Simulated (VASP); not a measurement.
# HgTe (Fm-3m) in VASP: single point with LDA

Aim: the single point of HgTe with LDA.

All numbers are computed with VASP 6.6.1; they aren't measurements. Logs are shortened: lines on timing, memory, paths and dates and some standing lists are left out, and cuts for length are marked.

## (1) The cell of the first run

It takes space group Fm-3m (No. 225, cubic). Conventional cell: a = 6.154 Å, b = 6.154 Å, c = 6.154 Å, α = 90.00°, β = 90.00°, γ = 90.00°. Within 4.1 Å of Hg (site symmetry m-3m) lie 6 Te at 3.08 Å. Within 4.1 Å of Te (site symmetry m-3m) lie 6 Hg at 3.08 Å.

## (2) Single point, LDA

Input file INCAR:

```
PREC = Accurate ; ENCUT = 500
EDIFF = 1E-6 ; ISMEAR = 0
SIGMA = 0.1 ; LREAL = F
LASPH = T ; NELM = 120
ALGO = Normal ; ISIF = 2
LWAVE = F ; LCHARG = F
GGA = CA ; NBANDS = 16
GGA_COMPAT = F
```

Input file KPOINTS:

```
Automatic mesh
0
Gamma
  6 6 6
```

Input file POSCAR:

```
HgTe
1.0
    0.0000000000      3.0771170000      3.0771170000
    3.0771170000      0.0000000000      3.0771170000
    3.0771170000      3.0771170000      0.0000000000
Hg Te
1 1
Direct
    0.0000000000      0.0000000000      0.0000000000
    0.5000000000      0.5000000000      0.5000000000
```

Potentials or basis: VASP PAW LDA potentials, release 64 (Hg, Te).

The run is started by

```sh
$ cat potpaw_LDA.64/Hg/POTCAR potpaw_LDA.64/Te/POTCAR > POTCAR
$ mpirun -np 1 vasp_std > vasp.out
```

OUTCAR:

```text
PREC = Accurate
   ENCUT = 500
   EDIFF = 1E-6
   ISMEAR = 0
   LREAL = F
   LASPH = T
   NELM = 120
   ISIF = 2
   GGA = CA

 ion  position               nearest neighbor table
   1  0.000  0.000  0.000-   2 3.08   2 3.08   2 3.08   2 3.08   2 3.08   2 3.08
   2  0.500  0.500  0.500-   1 3.08   1 3.08   1 3.08   1 3.08   1 3.08   1 3.08

  LATTYP: Found a face centered cubic cell.
 ALAT       =     6.1542340000

  Lattice vectors:

 A1 = (   0.0000000000,   3.0771170000,   3.0771170000)
 A2 = (   3.0771170000,   0.0000000000,   3.0771170000)
 A3 = (   3.0771170000,   3.0771170000,   0.0000000000)

Analysis of symmetry for initial positions (statically):
=====================================================================
 Subroutine PRICEL returns:
 Original cell was already a primitive cell.

 Routine SETGRP: Setting up the symmetry group for a
 face centered cubic supercell.

 Subroutine GETGRP returns: Found 48 space group operations
 (whereof 48 operations were pure point group operations)
 out of a pool of 48 trial point group operations.

The static configuration has the point symmetry O_h .

Analysis of symmetry for dynamics (positions and initial velocities):
=====================================================================
 Subroutine PRICEL returns:
 Original cell was already a primitive cell.

 Routine SETGRP: Setting up the symmetry group for a
 face centered cubic supercell.

 Subroutine GETGRP returns: Found 48 space group operations
 (whereof 48 operations were pure point group operations)
 out of a pool of 48 trial point group operations.

The dynamic configuration has the point symmetry O_h .

 Subroutine INISYM returns: Found 48 space group operations
 (whereof 48 operations are pure point group operations),
 and found     1 'primitive' translations

----------------------------------------------------------------------------------------

                                     Primitive cell

  volume of cell :      58.2723

  direct lattice vectors                    reciprocal lattice vectors
     0.000000000  3.077117000  3.077117000    -0.162489759  0.162489759  0.162489759
     3.077117000  0.000000000  3.077117000     0.162489759 -0.162489759  0.162489759
     3.077117000  3.077117000  0.000000000     0.162489759  0.162489759 -0.162489759

  length of vectors
     4.351700594  4.351700594  4.351700594     0.281440518  0.281440518  0.281440518

  position of ions in fractional coordinates (direct lattice)
     0.000000000  0.000000000  0.000000000
     0.500000000  0.500000000  0.500000000

  ion indices of the primitive-cell ions
   primitive index   ion index
                 1           1
                 2           2

----------------------------------------------------------------------------------------

 KPOINTS: Automatic mesh

Automatic generation of k-mesh.
 Grid dimensions read from file:
 generate k-points for:    6    6    6

 Generating k-lattice:

  Cartesian coordinates                     Fractional coordinates (reciprocal lattice)
    -0.027081627  0.027081627  0.027081627     0.166666667  0.000000000  0.000000000
     0.027081627 -0.027081627  0.027081627     0.000000000  0.166666667  0.000000000
     0.027081627  0.027081627 -0.027081627     0.000000000  0.000000000  0.166666667

  Length of vectors
     0.046906753  0.046906753  0.046906753

  Shift w.r.t. Gamma in fractional coordinates (k-lattice)
     0.000000000  0.000000000  0.000000000

 Subroutine IBZKPT returns following result:
 ===========================================

 Found     16 irreducible k-points:

 Following reciprocal coordinates:
            Coordinates               Weight
  0.000000  0.000000  0.000000      1.000000
  0.166667  0.000000  0.000000      8.000000
  0.333333  0.000000  0.000000      8.000000
  0.500000  0.000000  0.000000      4.000000
  0.166667  0.166667  0.000000      6.000000
  0.333333  0.166667  0.000000     24.000000
[... 8 lines left out ...]
 -0.333333  0.333333  0.166667     24.000000
 -0.333333  0.500000  0.166667     12.000000
   k-points           NKPTS =     16   k-points in BZ     NKDIM =     16   number of bands    NBANDS=     16
   number of dos      NEDOS =    301   number of ions     NIONS =      2
   total plane-waves  NPLWV =  32768
   dimension x,y,z NGX =    32 NGY =   32 NGZ =   32
   dimension x,y,z NGXF=    64 NGYF=   64 NGZF=   64
   ions per type =               1   1
   NGX,Y,Z   is equivalent  to a cutoff of  12.22, 12.22, 12.22 a.u.
   NGXF,Y,Z  is equivalent  to a cutoff of  24.45, 24.45, 24.45 a.u.
 SYSTEM =  unknown system
   PREC   = accura    normal or accurate (medium, high low for compatibility)
   ISTART =      0    job   : 0-new  1-cont  2-samecut
   ICHARG =      2    charge: 1-file 2-atom 10-const
   ISPIN  =      1    spin polarized calculation?
   LNONCOLLINEAR =      F non collinear calculations
   LSORBIT =      F    spin-orbit coupling
   LASPH  =      T    aspherical Exc in radial PAW
   ENCUT  =  500.0 eV  36.75 Ry    6.06 a.u.   7.93  7.93  7.93*2*pi/ulx,y,z
   NELM   =    120;   NELMIN=  2; NELMDL= -5     # of ELM steps
   EDIFF  = 0.1E-05   stopping-criterion for ELM
   LREAL  =      F    real-space projection
   EDIFFG = 0.1E-04   stopping-criterion for IOM
   NSW    =      0    number of steps for IOM
   IBRION =     -1    ionic relax: 0-MD 1-quasi-New 2-CG
   NFREE  =      0    steps in history (QN), initial steepest desc. (CG)
   ISIF   =      2    stress and relaxation
   ISYM   =      2    0-nonsym 1-usesym 2-fastsym
   POTIM  = 0.5000    time-step for ionic-motion
   TEBEG  =    0.0;   TEEND  =   0.0 temperature during run
   PSTRESS=    0.0 pullay stress
   NELECT =      18.0000    total number of electrons
   NUPDOWN=      -1.0000    fix difference up-down
   EMIN   =  10.00;   EMAX   =-10.00  energy-range for DOS
   EFERMI =   0.00;   METHOD = LEGACY
   ISMEAR =     0;   SIGMA  =   0.10  broadening in eV -4-tet -1-fermi 0-gaus
   EFERMI_NEDOS =   21; number of points for ismear=-14 and -15
   IALGO  =     38    algorithm
   IMIX   =      4    mixing-type and parameters
     AMIX     =   0.40;   BMIX     =  1.00
     AMIX_MAG =   1.60;   BMIX_MAG =  1.00
  volume/ion in A,a.u.               =      29.14       196.62
  Fermi-wavevector in a.u.,A,eV,Ry     =   1.106653  2.091272 16.662809  1.224682
  Thomas-Fermi vector in A             =   2.243157
   LORBIT       =      0    0 simple, 1 ext, 2 COOP (PROOUT), +10 PAW based schemes
   GGA     = CA    functional components
   LHFCALC =     F    Hartree Fock is set to
   AEXX    =    0.0000 exact exchange contribution
   IVDW    =     0    specifies the selected vdW correction
   LEPSILON=     F    determine dielectric tensor
   LRPA    =     F    only Hartree local field effects (RPA)
 non-spin polarized calculation
 Gauss-broadening in eV      SIGMA  =   0.10
  energy-cutoff  :      500.00
  volume of cell :       58.27
 maximum number of plane-waves:      1492
   NGX = 15   NGY = 15   NGZ = 15

 number of electron      17.9999999 magnetization

 Free energy of the ion-electron system (eV)
  ---------------------------------------------------
  ext. energy  EPLUGINS =         0.00000000
  ---------------------------------------------------
  free energy    TOTEN  =        -4.86296172 eV

  energy without entropy =       -4.85379389  energy(sigma->0) =       -4.85837781

 E-fermi :   3.9916     XC(G=0): -10.0196

 val. band max:        3.8898736733   @ k =   0.3333   0.0000   0.0000
 cond. band min:       4.0076678964   @ k =  -0.3333   0.1667   0.0000
 fundamental gap:      0.1177942231
 Fermi energy:         3.9915905181

 k-point     1 :       0.0000    0.0000    0.0000
  band No.  band energies     occupation
      1      -7.9807      2.00000
      2      -2.6800      2.00000
      3      -2.6800      2.00000
      4      -2.6170      2.00000
      5      -2.6170      2.00000
      6      -2.6170      2.00000
[... 8 lines left out ...]
     15      11.5323      0.00000
     16      11.5323      0.00000

 k-point     2 :       0.1667    0.0000    0.0000
  band No.  band energies     occupation
      1      -7.7575      2.00000
      2      -2.7612      2.00000
      3      -2.7612      2.00000
      4      -2.6492      2.00000
      5      -2.5824      2.00000
      6      -2.5824      2.00000
[... 8 lines left out ...]
     15      12.1465      0.00000
     16      12.1465      0.00000

 k-point     3 :       0.3333    0.0000    0.0000
  band No.  band energies     occupation
      1      -7.2072      2.00000
      2      -2.9224      2.00000
      3      -2.9224      2.00000
      4      -2.8194      2.00000
      5      -2.5020      2.00000
      6      -2.5020      2.00000
[... 8 lines left out ...]
     15      13.4095      0.00000
     16      13.4095      0.00000

 k-point     4 :       0.5000    0.0000    0.0000
  band No.  band energies     occupation
      1      -6.8412      2.00000
      2      -3.0638      2.00000
      3      -2.9988      2.00000
      4      -2.9988      2.00000
      5      -2.4603      2.00000
      6      -2.4603      2.00000
[... 8 lines left out ...]
     15      14.7117      0.00000
     16      14.7117      0.00000
[... 172 lines left out ...]
 k-point    14 :       0.5000    0.3333    0.1667
  band No.  band energies     occupation
      1      -7.0128      2.00000
      2      -2.8421      2.00000
      3      -2.8139      2.00000
      4      -2.6838      2.00000
      5      -2.4643      2.00000
      6      -2.4025      2.00000
[... 8 lines left out ...]
     15      15.1583      0.00000
     16      15.3306      0.00000

 k-point    15 :      -0.3333    0.3333    0.1667
  band No.  band energies     occupation
      1      -6.8562      2.00000
      2      -2.9159      2.00000
      3      -2.6951      2.00000
      4      -2.6523      2.00000
      5      -2.4243      2.00000
      6      -2.2718      2.00000
[... 8 lines left out ...]
     15      13.5964      0.00000
     16      16.0594      0.00000

 k-point    16 :      -0.3333    0.5000    0.1667
  band No.  band energies     occupation
      1      -6.8997      2.00000
      2      -2.7920      2.00000
      3      -2.6979      2.00000
      4      -2.5318      2.00000
      5      -2.3890      2.00000
      6      -1.9829      2.00000
[... 8 lines left out ...]
     15      15.0812      0.00000
     16      16.5633      0.00000

------------------------ aborting loop because EDIFF is reached ----------------------------------------

  FORCE on cell =-STRESS in cart. coord.  units (eV):
  Direction    XX          YY          ZZ          XY          YZ          ZX
  --------------------------------------------------------------------------------------
  -------------------------------------------------------------------------------------
  Total       -1.8456790     -1.8456790     -1.8456790      0.0000000      0.0000000      0.0000000
  in kB      -50.7463394    -50.7463394    -50.7463394      0.0000000      0.0000000      0.0000000
  external PRESSURE =     -50.7463394 kB  Pullay stress =       0.0000000 kB

 VOLUME and BASIS-vectors are now :
 -----------------------------------------------------------------------------
  energy-cutoff  :      500.00
  volume of cell :       58.27
      direct lattice vectors                 reciprocal lattice vectors
     0.000000000  3.077117000  3.077117000    -0.162489759  0.162489759  0.162489759
     3.077117000  0.000000000  3.077117000     0.162489759 -0.162489759  0.162489759
     3.077117000  3.077117000  0.000000000     0.162489759  0.162489759 -0.162489759

 POSITION                                       TOTAL-FORCE (eV/Angst)
 -----------------------------------------------------------------------------------
      0.00000      0.00000      0.00000         0.000000      0.000000     -0.000000
      3.07712      3.07712      3.07712        -0.000000      0.000000      0.000000
 -----------------------------------------------------------------------------------
    total drift:                                0.000000     -0.000000     -0.000000

  FREE ENERGIE OF THE ION-ELECTRON SYSTEM (eV)
  ---------------------------------------------------
  free  energy   TOTEN  =        -4.8629617233 eV

  energy  without entropy=       -4.8537938914  energy(sigma->0) =       -4.85837781
```

It took 8.8 s on 1 thread of Intel Xeon Platinum 8559C (Emerald Rapids), shared host; peak memory 0.15 GiB.

Results:

* Free energy: -4.8630 eV
* Pressure: -5.1 GPa
* Band gap on the k mesh: zero (band 9 reaches 4.16 eV, above the bottom of band 10 at 1.74 eV)

Caveat: spin-orbit coupling is left out, which moves the levels of the heavy elements.
